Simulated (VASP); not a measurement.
# Cd4SeS3 (P-4m2) in VASP: further runs

Cd4SeS3 is run at these levels: PBE; tasks: single point.

Everything below comes from runs of VASP 6.6.1. Logs are shortened: lines on timing, memory, paths and dates and some standing lists are left out, and cuts for length are marked.

### Step 1. The cell of the first run

It takes space group P-4m2 (No. 115, tetragonal). The conventional cell has a = 4.065 Å, b = 4.065 Å, c = 11.464 Å, α = 90.00°, β = 90.00°, γ = 90.00°. Cd (site symmetry 2mm) has 4 S at 2.46 to 2.47 Å within 3.3 Å. Within 3.3 Å of Cd (site symmetry 2mm) lie 2 S at 2.47 Å and 2 Se at 2.55 Å. Se (site symmetry -4m2) has 4 Cd at 2.55 Å within 3.4 Å. S (site symmetry 2mm) has 4 Cd at 2.47 Å within 3.3 Å. S (site symmetry -4m2) has 4 Cd at 2.46 Å within 3.3 Å.

### Step 2. Single point, PBE (23.67 Å³/atom)

Input file INCAR:

```
SYSTEM = Cd4SeS3
ALGO     = Normal         ! electronic algorithm
EDIFF    = 1E-6           ! SCF threshold, eV
ENCUT    = 520            ! plane-wave cutoff, eV
GGA      = PE             ! functional
ISIF     = 2              ! what is computed and relaxed
ISMEAR   = 0              ! smearing method
LASPH    = .True.         ! aspherical terms in the spheres
LCHARG   = .False.        ! write CHGCAR
LREAL    = .False.        ! projectors in reciprocal space
LWAVE    = .False.        ! write WAVECAR
NBANDS   = 46             ! bands
NELM     = 100            ! most SCF steps
PREC     = Accurate       ! precision mode
SIGMA    = 0.02           ! smearing width, eV
```

Input file KPOINTS:

```
k-points
0
Gamma
  6 6 4
  0 0 0
```

Input file POSCAR:

```
Cd4SeS3
1.0
    4.0645528187      0.0000000000      0.0000000000
    0.0000000000      4.0645528187      0.0000000000
    0.0000000000      0.0000000000     11.4643646561
Cd Se S
4 1 3
Direct
    0.5000000000      0.0000000000      0.6215650024
    0.0000000000      0.5000000000      0.8651261718
    0.5000000000      0.0000000000      0.1348738282
    0.0000000000      0.5000000000      0.3784349976
    0.0000000000      0.0000000000      0.0000000000
    0.5000000000      0.5000000000      0.2567009855
    0.0000000000      0.0000000000      0.5000000000
    0.5000000000      0.5000000000      0.7432990145
```

Potentials or basis: VASP PAW PBE potentials, release 64 (Cd, Se, S).

The run is started by

```console
$ cat potpaw_PBE.64/Cd/POTCAR potpaw_PBE.64/Se/POTCAR potpaw_PBE.64/S/POTCAR > POTCAR
$ mpirun -np 1 vasp_std > vasp.out
```

OUTCAR:

```text
SYSTEM = Cd4SeS3
   EDIFF = 1E-6
   ENCUT = 520
   GGA = PE
   ISIF = 2
   ISMEAR = 0
   LASPH = .True.
   LREAL = .False.
   NELM = 100
   PREC = Accurate

 ion  position               nearest neighbor table
   1  0.500  0.000  0.622-   7 2.46   7 2.46   8 2.47   8 2.47
   2  0.000  0.500  0.865-   8 2.47   8 2.47   5 2.55   5 2.55
   3  0.500  0.000  0.135-   6 2.47   6 2.47   5 2.55   5 2.55
   4  0.000  0.500  0.378-   7 2.46   7 2.46   6 2.47   6 2.47
   5  0.000  0.000  0.000-   2 2.55   3 2.55   2 2.55   3 2.55
   6  0.500  0.500  0.257-   4 2.47   4 2.47   3 2.47   3 2.47
   7  0.000  0.000  0.500-   1 2.46   4 2.46   4 2.46   1 2.46
   8  0.500  0.500  0.743-   1 2.47   1 2.47   2 2.47   2 2.47

  LATTYP: Found a simple tetragonal cell.
 ALAT       =     4.0645528187
 C/A-ratio  =     2.8205721927

  Lattice vectors:

 A1 = (   4.0645528187,   0.0000000000,   0.0000000000)
 A2 = (   0.0000000000,   4.0645528187,   0.0000000000)
 A3 = (   0.0000000000,   0.0000000000,  11.4643646561)

Analysis of symmetry for initial positions (statically):
=====================================================================
 Subroutine PRICEL returns:
 Original cell was already a primitive cell.

 Routine SETGRP: Setting up the symmetry group for a
 simple tetragonal supercell.

 Subroutine GETGRP returns: Found  8 space group operations
 (whereof  8 operations were pure point group operations)
 out of a pool of 16 trial point group operations.

The static configuration has the point symmetry D_2d.

Analysis of symmetry for dynamics (positions and initial velocities):
=====================================================================
 Subroutine PRICEL returns:
 Original cell was already a primitive cell.

 Routine SETGRP: Setting up the symmetry group for a
 simple tetragonal supercell.

 Subroutine GETGRP returns: Found  8 space group operations
 (whereof  8 operations were pure point group operations)
 out of a pool of 16 trial point group operations.

The dynamic configuration has the point symmetry D_2d.

 Subroutine INISYM returns: Found  8 space group operations
 (whereof  8 operations are pure point group operations),
 and found     1 'primitive' translations

----------------------------------------------------------------------------------------

                                     Primitive cell

  volume of cell :     189.3981

  direct lattice vectors                    reciprocal lattice vectors
     4.064552819  0.000000000  0.000000000     0.246029525  0.000000000  0.000000000
     0.000000000  4.064552819  0.000000000     0.000000000  0.246029525  0.000000000
     0.000000000  0.000000000 11.464364656     0.000000000  0.000000000  0.087226814

  length of vectors
     4.064552819  4.064552819 11.464364656     0.246029525  0.246029525  0.087226814

  position of ions in fractional coordinates (direct lattice)
     0.500000000  0.000000000  0.621565002
     0.000000000  0.500000000  0.865126172
     0.500000000  0.000000000  0.134873828
     0.000000000  0.500000000  0.378434998
     0.000000000  0.000000000  0.000000000
     0.500000000  0.500000000  0.256700985
     0.000000000  0.000000000  0.500000000
     0.500000000  0.500000000  0.743299015

  ion indices of the primitive-cell ions
   primitive index   ion index
                 1           1
                 2           2
                 3           3
                 4           4
                 5           5
                 6           6
                 7           7
                 8           8

----------------------------------------------------------------------------------------

 KPOINTS: k-points

Automatic generation of k-mesh.
 Grid dimensions read from file:
 generate k-points for:    6    6    4

 Generating k-lattice:

  Cartesian coordinates                     Fractional coordinates (reciprocal lattice)
     0.041004921  0.000000000  0.000000000     0.166666667  0.000000000  0.000000000
     0.000000000  0.041004921  0.000000000     0.000000000  0.166666667  0.000000000
     0.000000000  0.000000000  0.021806703     0.000000000  0.000000000  0.250000000

  Length of vectors
     0.041004921  0.041004921  0.021806703

  Shift w.r.t. Gamma in fractional coordinates (k-lattice)
     0.000000000  0.000000000  0.000000000

 Subroutine IBZKPT returns following result:
 ===========================================

 Found     30 irreducible k-points:

 Following reciprocal coordinates:
            Coordinates               Weight
  0.000000  0.000000  0.000000      1.000000
  0.166667  0.000000  0.000000      4.000000
  0.333333  0.000000  0.000000      4.000000
  0.500000  0.000000  0.000000      2.000000
  0.166667  0.166667  0.000000      4.000000
  0.333333  0.166667  0.000000      8.000000
[... 16 lines left out ...]
  0.333333  0.000000  0.500000      4.000000
  0.500000  0.000000  0.500000      2.000000
 [... further k-points ...]
   k-points           NKPTS =     30   k-points in BZ     NKDIM =     30   number of bands    NBANDS=     46
   number of dos      NEDOS =    301   number of ions     NIONS =      8
   total plane-waves  NPLWV =  81000
   dimension x,y,z NGX =    30 NGY =   30 NGZ =   90
   dimension x,y,z NGXF=    60 NGYF=   60 NGZF=  180
   ions per type =               4   1   3
   NGX,Y,Z   is equivalent  to a cutoff of  12.27, 12.27, 13.05 a.u.
   NGXF,Y,Z  is equivalent  to a cutoff of  24.54, 24.54, 26.10 a.u.
 SYSTEM =  Cd4SeS3
   PREC   = accura    normal or accurate (medium, high low for compatibility)
   ISTART =      0    job   : 0-new  1-cont  2-samecut
   ICHARG =      2    charge: 1-file 2-atom 10-const
   ISPIN  =      1    spin polarized calculation?
   LNONCOLLINEAR =      F non collinear calculations
   LSORBIT =      F    spin-orbit coupling
   LASPH  =      T    aspherical Exc in radial PAW
   ENCUT  =  520.0 eV  38.22 Ry    6.18 a.u.   7.56  7.56 21.32*2*pi/ulx,y,z
   NELM   =    100;   NELMIN=  2; NELMDL= -5     # of ELM steps
   EDIFF  = 0.1E-05   stopping-criterion for ELM
   LREAL  =      F    real-space projection
   EDIFFG = 0.1E-04   stopping-criterion for IOM
   NSW    =      0    number of steps for IOM
   IBRION =     -1    ionic relax: 0-MD 1-quasi-New 2-CG
   NFREE  =      0    steps in history (QN), initial steepest desc. (CG)
   ISIF   =      2    stress and relaxation
   ISYM   =      2    0-nonsym 1-usesym 2-fastsym
   POTIM  = 0.5000    time-step for ionic-motion
   TEBEG  =    0.0;   TEEND  =   0.0 temperature during run
   PSTRESS=    0.0 pullay stress
   NELECT =      72.0000    total number of electrons
   NUPDOWN=      -1.0000    fix difference up-down
   EMIN   =  10.00;   EMAX   =-10.00  energy-range for DOS
   EFERMI =   0.00;   METHOD = LEGACY
   ISMEAR =     0;   SIGMA  =   0.02  broadening in eV -4-tet -1-fermi 0-gaus
   EFERMI_NEDOS =   21; number of points for ismear=-14 and -15
   IALGO  =     38    algorithm
   IMIX   =      4    mixing-type and parameters
     AMIX     =   0.40;   BMIX     =  1.00
     AMIX_MAG =   1.60;   BMIX_MAG =  1.00
  volume/ion in A,a.u.               =      23.67       159.77
  Fermi-wavevector in a.u.,A,eV,Ry     =   1.185934  2.241090 19.135767  1.406439
  Thomas-Fermi vector in A             =   2.322117
   LORBIT       =      0    0 simple, 1 ext, 2 COOP (PROOUT), +10 PAW based schemes
   GGA     = PE    functional components
   LHFCALC =     F    Hartree Fock is set to
   AEXX    =    0.0000 exact exchange contribution
   IVDW    =     0    specifies the selected vdW correction
   LEPSILON=     F    determine dielectric tensor
   LRPA    =     F    only Hartree local field effects (RPA)
 non-spin polarized calculation
 Gauss-broadening in eV      SIGMA  =   0.02
  energy-cutoff  :      520.00
  volume of cell :      189.40
 maximum number of plane-waves:      5146
   NGX = 15   NGY = 15   NGZ = 43

 number of electron      71.9999959 magnetization

 Free energy of the ion-electron system (eV)
  ---------------------------------------------------
  ext. energy  EPLUGINS =         0.00000000
  ---------------------------------------------------
  free energy    TOTEN  =       -23.21320918 eV

  energy without entropy =      -23.21320918  energy(sigma->0) =      -23.21320918

 E-fermi :   2.0894     XC(G=0):  -9.4559

 val. band max:        1.9629071445   @ k =   0.0000   0.0000   0.0000
 cond. band min:       3.0805861792   @ k =   0.0000   0.0000   0.0000
 fundamental gap:      1.1176790347
 Fermi energy:         2.0894255019

 k-point     1 :       0.0000    0.0000    0.0000
  band No.  band energies     occupation
      1     -11.0206      2.00000
      2     -10.7035      2.00000
      3     -10.6843      2.00000
      4     -10.3775      2.00000
      5      -6.2003      2.00000
      6      -6.2003      2.00000
[... 38 lines left out ...]
     45       8.2847      0.00000
     46       8.2940      0.00000

 k-point     2 :       0.1667    0.0000    0.0000
  band No.  band energies     occupation
      1     -10.9370      2.00000
      2     -10.6628      2.00000
      3     -10.6421      2.00000
      4     -10.3805      2.00000
      5      -6.1763      2.00000
      6      -6.1505      2.00000
[... 38 lines left out ...]
     45       8.4761      0.00000
     46       8.6508      0.00000

 k-point     3 :       0.3333    0.0000    0.0000
  band No.  band energies     occupation
      1     -10.7375      2.00000
      2     -10.5813      2.00000
      3     -10.5575      2.00000
      4     -10.4144      2.00000
      5      -6.1152      2.00000
      6      -6.0763      2.00000
[... 38 lines left out ...]
     45       8.6831      0.00000
     46       8.9406      0.00000

 k-point     4 :       0.5000    0.0000    0.0000
  band No.  band energies     occupation
      1     -10.5474      2.00000
      2     -10.5451      2.00000
      3     -10.5405      2.00000
      4     -10.4892      2.00000
      5      -6.0741      2.00000
      6      -6.0676      2.00000
[... 920 lines left out ...]
     45       8.6630      0.00000
     46       8.7760      0.00000

 k-point    23 :       0.3333    0.0000    0.5000
  band No.  band energies     occupation
      1     -10.7030      2.00000
      2     -10.6699      2.00000
      3     -10.4702      2.00000
      4     -10.4476      2.00000
      5      -6.1160      2.00000
      6      -6.0846      2.00000
[... 38 lines left out ...]
     45       8.7988      0.00000
     46       8.8507      0.00000

 k-point    24 :       0.5000    0.0000    0.5000
  band No.  band energies     occupation
      1     -10.5473      2.00000
      2     -10.5435      2.00000
      3     -10.5420      2.00000
      4     -10.4893      2.00000
      5      -6.0619      2.00000
      6      -6.0612      2.00000
[... 38 lines left out ...]
     45       8.9971      0.00000
     46       9.0335      0.00000

 [... further k-points ...]
[... 5 lines left out ...]
  --------------------------------------------------------------------------------------
  -------------------------------------------------------------------------------------
  Total       10.9858624     10.9858624     10.9495463      0.0000000      0.0000000      0.0000000
  in kB       92.9328389     92.9328389     92.6256296      0.0000000      0.0000000      0.0000000
  external PRESSURE =      92.8304358 kB  Pullay stress =       0.0000000 kB

 VOLUME and BASIS-vectors are now :
 -----------------------------------------------------------------------------
  energy-cutoff  :      520.00
  volume of cell :      189.40
      direct lattice vectors                 reciprocal lattice vectors
     4.064552819  0.000000000  0.000000000     0.246029525  0.000000000  0.000000000
     0.000000000  4.064552819  0.000000000     0.000000000  0.246029525  0.000000000
     0.000000000  0.000000000 11.464364656     0.000000000  0.000000000  0.087226814

 POSITION                                       TOTAL-FORCE (eV/Angst)
 -----------------------------------------------------------------------------------
      2.03228      0.00000      7.12585        -0.000000     -0.000000      0.000083
      0.00000      2.03228      9.91812         0.000000      0.000000     -0.009750
      2.03228      0.00000      1.54624         0.000000     -0.000000      0.009750
      0.00000      2.03228      4.33852         0.000000     -0.000000     -0.000083
      0.00000      0.00000      0.00000         0.000000     -0.000000      0.000000
      2.03228      2.03228      2.94291         0.000000     -0.000000     -0.005072
      0.00000      0.00000      5.73218        -0.000000     -0.000000      0.000000
      2.03228      2.03228      8.52145         0.000000      0.000000      0.005072
 -----------------------------------------------------------------------------------
    total drift:                                0.000000     -0.000000     -0.000000

  FREE ENERGIE OF THE ION-ELECTRON SYSTEM (eV)
  ---------------------------------------------------
  free  energy   TOTEN  =       -23.2132091825 eV

  energy  without entropy=      -23.2132091825  energy(sigma->0) =      -23.21320918
```

It took 2.3 min on 1 thread of Intel Xeon 6975P-C (Granite Rapids), shared host; peak memory 0.4 GiB.

What came out:

| Item | Value |
| --- | --- |
| Free energy | -23.2132 eV |
| Pressure | 9.3 GPa |
| Largest force | 0.010 eV/Å |
| Band gap on the k mesh | 1.12 eV |

Forces in eV/Å, atoms in the order of the input:
```
Cd   0.000  0.000  0.000
Cd   0.000  0.000 -0.010
Cd   0.000  0.000  0.010
Cd   0.000  0.000  0.000
Se   0.000  0.000  0.000
S    0.000  0.000 -0.005
S    0.000  0.000  0.000
S    0.000  0.000  0.005
```

Levels at points of the mesh, in eV from the valence-band top:
| k point | band 33 | band 34 | band 35 | band 36 | band 37 | band 38 | band 39 | band 40 |
| --- | --- | --- | --- | --- | --- | --- | --- | --- |
| (0.00, 0.00, 0.00) | -1.09 | -0.06 | 0.00 | 0.00 | 1.12 | 3.24 | 3.59 | 3.68 |
| (0.50, 0.00, 0.00) | -1.08 | -0.94 | -0.90 | -0.46 | 2.85 | 2.95 | 4.27 | 4.38 |
| (0.50, 0.50, 0.00) | -2.31 | -2.19 | -2.19 | -2.05 | 3.13 | 3.36 | 4.21 | 4.21 |
| (0.00, 0.00, 0.50) | -0.57 | -0.57 | -0.24 | -0.24 | 2.30 | 2.36 | 3.42 | 3.55 |
| (0.50, 0.00, 0.50) | -1.09 | -1.09 | -1.08 | -0.46 | 3.45 | 3.57 | 3.60 | 3.64 |
| (0.50, 0.50, 0.50) | -2.41 | -2.33 | -2.33 | -2.21 | 3.82 | 4.06 | 4.11 | 4.12 |

Caveat: the cell stands under pressure.

### Step 3. Single point, PBE (24.48 Å³/atom)

This run uses another cell than the first one, of 24.48 Å³/atom.

Input file INCAR:

```
SYSTEM = Cd4SeS3
PREC     = Accurate       ! precision mode
ENCUT    = 520            ! plane-wave cutoff, eV
EDIFF    = 1E-6           ! SCF threshold, eV
ISMEAR   = 0              ! smearing method
SIGMA    = 0.02           ! smearing width, eV
LREAL    = .False.        ! projectors in reciprocal space
LASPH    = .True.         ! aspherical terms in the spheres
NELM     = 60             ! most SCF steps
ALGO     = Normal         ! electronic algorithm
ISIF     = 2              ! what is computed and relaxed
LWAVE    = .False.        ! write WAVECAR
LCHARG   = .True.         ! write CHGCAR
GGA      = PE             ! functional
LELF     = .True.         ! ELF
LVHAR    = .True.       
NBANDS   = 46             ! bands
```

Input file KPOINTS:

```
regular mesh
0
Gamma
  6 6 4
  0 0 0
```

POSCAR: that of step 2 with these lines changed.

```diff
@@ -2,5 +2,5 @@
 1.0
-    4.0645528187      0.0000000000      0.0000000000
-    0.0000000000      4.0645528187      0.0000000000
-    0.0000000000      0.0000000000     11.4643646561
+    4.1102257743      0.0000000000      0.0000000000
+    0.0000000000      4.1102257743      0.0000000000
+    0.0000000000      0.0000000000     11.5931885248
 Cd Se S
```

Potentials or basis: VASP PAW PBE potentials, release 64 (Cd, Se, S).

The run is started by

```console
$ cat potpaw_PBE.64/Cd/POTCAR potpaw_PBE.64/Se/POTCAR potpaw_PBE.64/S/POTCAR > POTCAR
$ mpirun -np 1 vasp_std > vasp.out
```

Wall time 2.2 min (1 thread of Intel Xeon 6975P-C (Granite Rapids), shared host); peak memory 0.42 GiB.

Results (log left out):

```
Free energy            : -23.5289 eV
Pressure               : 6.4 GPa
Largest force          : 0.005 eV/Å
Band gap on the k mesh : 1.05 eV
```

Forces on the atoms (eV/Å):
```
Cd   0.000  0.000 -0.001
Cd   0.000  0.000  0.005
Cd   0.000  0.000 -0.005
Cd   0.000  0.000  0.001
Se   0.000  0.000  0.000
S    0.000  0.000 -0.002
S    0.000  0.000  0.000
S    0.000  0.000  0.002
```

Levels at points of the mesh, in eV from the valence-band top:
| k point | band 33 | band 34 | band 35 | band 36 | band 37 | band 38 | band 39 | band 40 |
| --- | --- | --- | --- | --- | --- | --- | --- | --- |
| (0.00, 0.00, 0.00) | -1.02 | -0.06 | 0.00 | 0.00 | 1.05 | 3.30 | 3.55 | 3.61 |
| (0.50, 0.00, 0.00) | -1.02 | -0.89 | -0.85 | -0.42 | 2.81 | 2.91 | 4.18 | 4.28 |
| (0.50, 0.50, 0.00) | -2.18 | -2.06 | -2.06 | -1.93 | 3.19 | 3.43 | 4.19 | 4.19 |
| (0.00, 0.00, 0.50) | -0.55 | -0.55 | -0.22 | -0.22 | 2.22 | 2.28 | 3.48 | 3.61 |
| (0.50, 0.00, 0.50) | -1.04 | -1.04 | -1.03 | -0.42 | 3.39 | 3.51 | 3.53 | 3.57 |
| (0.50, 0.50, 0.50) | -2.29 | -2.20 | -2.20 | -2.07 | 3.86 | 4.10 | 4.14 | 4.16 |

Caveat: the cell stands under pressure. A k mesh can miss the band edges.
